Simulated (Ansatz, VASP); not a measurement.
## Two plane-wave programs on Ti2O

```
Ti O
1.0
     2.94328    0.02011   -0.04661
    -1.45422    2.53338    0.03888
    -0.07524    0.02903    4.70725
Ti O
2 1
Direct
  0.67555 0.33483 0.28285
  0.32495 0.66150 0.71020
  0.00146 0.98410 0.99723
```

Change from the starting cell: kmesh displaced: [6, 6, 4] Gamma-centred.

Alike in both runs: task single point; functional PBEsol; k mesh 6 × 6 × 4; occupations gaussian, width 0.1 eV; no spin polarisation.

|  | VASP | Ansatz |
| --- | --- | --- |
| version | VASP 6.6.1 | Ansatz 0.2.0 |
| potentials or method | VASP PAW PBE potentials, release 64 (Ti_sv, O), cutoff 520 eV | scalar-relativistic, plane waves, PAW |
| valence electrons in the cell | 30 | 30 |

VASP gave:

```
gap on the k mesh at the Fermi level (eV)                     : none
pressure (GPa)                                                : 2.7
traceless stress, the component that is largest in VASP (GPa) : 7.04
rms of the force components (eV/Å)                            : 1.000
```

Problem. What did Ansatz give for the same quantities?

Solution. gap on the k mesh at the Fermi level (eV): none; pressure (GPa): 2.6; traceless stress, the component that is largest in VASP (GPa): 7.02; rms of the force components (eV/Å): 1.019.

VASP's potentials were made for PBE, not for PBEsol. Atom by atom the forces differ by 0.020 eV/Å (rms over components). A gap of «none» marks a metal or a gap that the smearing closes. With one functional, cell and mesh, what is left measures potentials, basis and numerics.

The k mesh is coarse, so the values compare programs but aren't converged.
